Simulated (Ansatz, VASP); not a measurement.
## CdS: VASP beside Ansatz

File INCAR:

```
PREC     = Accurate       # precision mode
ENCUT    = 520            # plane-wave cutoff, eV
EDIFF    = 1E-6           # SCF threshold, eV
ISMEAR   = -1             # smearing method
SIGMA    = 0.05           # smearing width, eV
LREAL    = F              # projectors in reciprocal space
LASPH    = T              # aspherical terms in the spheres
NELM     = 80             # most SCF steps
ALGO     = Normal         # electronic algorithm
ISIF     = 2              # what is computed and relaxed
LWAVE    = F              # write WAVECAR
LCHARG   = F              # write CHGCAR
GGA      = CA             # functional
NBANDS   = 26             # bands
```

The input KPOINTS:

```
regular mesh
0
Gamma
  7 7 4
```

POSCAR

```
CdS
1.0
    4.1500000000      0.0000000000      0.0000000000
   -2.0750000000      3.5940054257      0.0000000000
    0.0000000000      0.0000000000      6.7370000000
Cd S
2 2
Direct
    0.6666666667      0.3333333333      0.5000000000
    0.3333333333      0.6666666667      0.0000000000
    0.6666666667      0.3333333333      0.8750000000
    0.3333333333      0.6666666667      0.3750000000
```

File input.yaml:

```yaml
crystal:
  lattice:
    - [4.15, 0.0, 0.0]
    - [-2.075, 3.5940054257, 0.0]
    - [0.0, 0.0, 6.737]
  atoms:
    - { symbol: Cd, position: [0.6666666667, 0.3333333333, 0.5] }
    - { symbol: Cd, position: [0.3333333333, 0.6666666667, 0.0] }
    - { symbol: S, position: [0.6666666667, 0.3333333333, 0.875] }
    - { symbol: S, position: [0.3333333333, 0.6666666667, 0.375] }
kpoints:
  mp_grid: { grid: [7, 7, 4] }
  band_path:
    path:
      - [0.0, 0.0, 0.0]
      - [0.5, 0.0, 0.0]
      - [0.3333333333, 0.3333333333, 0.0]
      - [0.0, 0.0, 0.0]
      - [0.0, 0.0, 0.5]
      - [0.5, 0.0, 0.5]
      - [0.3333333333, 0.3333333333, 0.5]
      - [0.0, 0.0, 0.5]
    npoints: 6
scf:
  occupations: { method: fermi_dirac, width: 0.05 }
hamiltonian:
  xc: lda
  pseudopotentials: { kind: all_electron, lapw: { basis_error: 0.002 } }
output:
  forces: true
  stress: true
  eigenvalues: true
```

Alike in both runs: functional LDA; k mesh 7 × 7 × 4; occupations fermi-dirac, width 0.05 eV; no spin polarisation.

|  | VASP | Ansatz |
| --- | --- | --- |
| version | VASP 6.6.1 | Ansatz 0.2.0 |
| potentials or method | VASP PAW LDA potentials, release 64 (Cd, S), cutoff 520 eV | all-electron LAPW, scalar-relativistic |
| task | single point | band structure |

```csv
,VASP,Ansatz,Ansatz less VASP
gap on the k mesh at the Fermi level (eV),0.94,0.91,-0.030
least direct gap on the mesh (eV),0.94,0.91,-0.030
pressure (GPa),-2.6,-3.1,-0.54
"traceless stress, the component that is largest in VASP (GPa)",0.40,0.39,-0.011
rms of the force components (eV/Å),0.037,0.035,-0.0011
```

LDA's correlation is that of Perdew and Zunger in VASP and of Perdew and Wang (1992) in Ansatz. Atom by atom the forces differ by 0.001 eV/Å (rms over components). Ansatz ran all-electron here, and VASP with PAW potentials.
